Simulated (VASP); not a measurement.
# EuS (Fm-3m) in VASP: a series of runs, part 2 of 2

VASP 6.6.1. Earlier steps stand in the parts before.

**3. Single point, r2SCAN+D3(BJ)+U, collinear spin (27.12 Å³/atom)**

This run uses another cell than the first one, of 27.12 Å³/atom.

POSCAR

```
EuS
1.0
    0.0000000000      3.0044050049      3.0044050049
    3.0044050049      0.0000000000      3.0044050049
    3.0044050049      3.0044050049      0.0000000000
Eu S
1 1
Direct
    0.5000000000      0.5000000000      0.5000000000
    0.0000000000      0.0000000000      0.0000000000
```

INCAR.step1

```
PREC = Accurate
ENCUT = 800
ISMEAR = 0
SIGMA = 0.05
LREAL = F
LASPH = T
NELM = 200
ISPIN = 2
MAGMOM = 7.58 -0.08
LMAXMIX = 6
LDAU = T
LDAUTYPE = 2
LDAUL = 3 -1
LDAUU = 4 0
LDAUJ = 0 0
NBANDS = 22
GGA = PE
ALGO = Normal
EDIFF = 1E-5
LWAVE = T
LCHARG = F
GGA_COMPAT = F
```

INCAR.step2

```
PREC = Accurate
ENCUT = 800
EDIFF = 1E-6
ISMEAR = 0
SIGMA = 0.05
LREAL = F
LASPH = T
NELM = 200
ALGO = Normal
ISIF = 2
LWAVE = F
LCHARG = F
ISPIN = 2
MAGMOM = 7.58 -0.08
LORBIT = 11
LMAXMIX = 6
LDAU = T
LDAUTYPE = 2
LDAUL = 3 -1
LDAUU = 4 0
LDAUJ = 0 0
LDAUPRINT = 1
METAGGA = R2SCAN
LMIXTAU = T
IVDW = 12
VDW_S6 = 1.0
VDW_S8 = 0.78981345
VDW_A1 = 0.49484001
VDW_A2 = 5.73083694
NBANDS = 22
ISTART = 1
GGA_COMPAT = F
```

KPOINTS

```
regular mesh
0
Gamma
  8 8 8
```

Potentials or basis: VASP PAW PBE potentials, release 64 (Eu, S).

Started as:

```bash
> cat potpaw_PBE.64/Eu/POTCAR potpaw_PBE.64/S/POTCAR > POTCAR
> cp INCAR.step1 INCAR
> mpirun -np 1 vasp_std > vasp.out
> cp INCAR.step2 INCAR
> mpirun -np 1 vasp_std > vasp.out
```

OUTCAR:

```text
PREC = Accurate
   ENCUT = 800
   EDIFF = 1E-6
   ISMEAR = 0
   LREAL = F
   LASPH = T
   NELM = 200
   ISIF = 2
   ISPIN = 2
   LORBIT = 11
   METAGGA = R2SCAN
   IVDW = 12
   ISTART = 1
 IVDW          = 12

 ion  position               nearest neighbor table
   1  0.500  0.500  0.500-   2 3.00   2 3.00   2 3.00   2 3.00   2 3.00   2 3.00
   2  0.000  0.000  0.000-   1 3.00   1 3.00   1 3.00   1 3.00   1 3.00   1 3.00

[... 1469 lines left out ...]
  external pressure =      -21.60 kB  Pullay stress =        0.00 kB

 VOLUME and BASIS-vectors are now :
 -----------------------------------------------------------------------------
  energy-cutoff  :      800.00
  volume of cell :       54.24
      direct lattice vectors                 reciprocal lattice vectors
     0.000000000  3.004405005  3.004405005    -0.166422303  0.166422303  0.166422303
     3.004405005  0.000000000  3.004405005     0.166422303 -0.166422303  0.166422303
     3.004405005  3.004405005  0.000000000     0.166422303  0.166422303 -0.166422303

 POSITION                                       TOTAL-FORCE (eV/Angst)
 -----------------------------------------------------------------------------------
      3.00441      3.00441      3.00441        -0.000000      0.000000     -0.000000
      0.00000      0.00000      0.00000         0.000000     -0.000000      0.000000
 -----------------------------------------------------------------------------------
    total drift:                               -0.000000     -0.000000      0.000000

  FREE ENERGIE OF THE ION-ELECTRON SYSTEM (eV)
  ---------------------------------------------------
  free  energy   TOTEN  =       -52.4260825554 eV

  energy  without entropy=      -52.4260824741  energy(sigma->0) =      -52.42608251

 total charge

# of ion       s       p       d       f       tot
--------------------------------------------------
    1        2.035   5.828   0.219   6.819  14.901
    2        1.305   2.472   0.000   0.000   3.777
--------------------------------------------------
tot          3.340   8.300   0.219   6.819  18.678

 magnetization (x)

# of ion       s       p       d       f       tot
--------------------------------------------------
    1       -0.027  -0.195   0.045   6.802   6.624
    2       -0.008  -0.065   0.000   0.000  -0.073
--------------------------------------------------
tot         -0.035  -0.261   0.045   6.802   6.551
```

OUTCAR.step1:

```text
PREC = Accurate
   ENCUT = 800
   ISMEAR = 0
   LREAL = F
   LASPH = T
[... 1445 lines left out ...]
 -----------------------------------------------------------------------------------
      3.00441      3.00441      3.00441        -0.000000      0.000000     -0.000000
      0.00000      0.00000      0.00000         0.000000     -0.000000      0.000000
 -----------------------------------------------------------------------------------
    total drift:                               -0.000000     -0.000000      0.000000

  FREE ENERGIE OF THE ION-ELECTRON SYSTEM (eV)
  ---------------------------------------------------
  free  energy   TOTEN  =       -19.3369610738 eV

  energy  without entropy=      -19.3367921404  energy(sigma->0) =      -19.33687661
```

Run time: 17 min. Hardware: 1 thread of Oxide Virtual Turin-like, shared host; peak memory 0.36 GiB.

What came out:

```
Free energy                                           : -52.4261 eV
Pressure                                              : -2.2 GPa
Band gap on the k mesh                                : 0.28 eV (least direct gap 0.47 eV)
Net moment                                            : 7.00 μB per cell
Site moments                                          : Eu +6.62; S -0.07 μB
Valence electrons inside the program's atomic spheres : Eu 14.90; S 3.78
Dispersion energy per atom                            : -0.154 eV
```

Eigenvalues of the final occupation matrices:
```
    site  spin  trace                         eigenvalues
site 1 f     1   6.82  0.97 0.97 0.97 0.97 0.98 0.98 0.98
site 1 f     2   0.01  0.00 0.00 0.00 0.00 0.00 0.00 0.00
```

Caveat: three body term missing; the PAW data sets were made with another functional, which shifts forces and pressure a little; spin-orbit coupling is left out, which moves the levels of the heavy elements; a cell with one magnetic atom can't hold antiferromagnetic order, which such compounds often take.
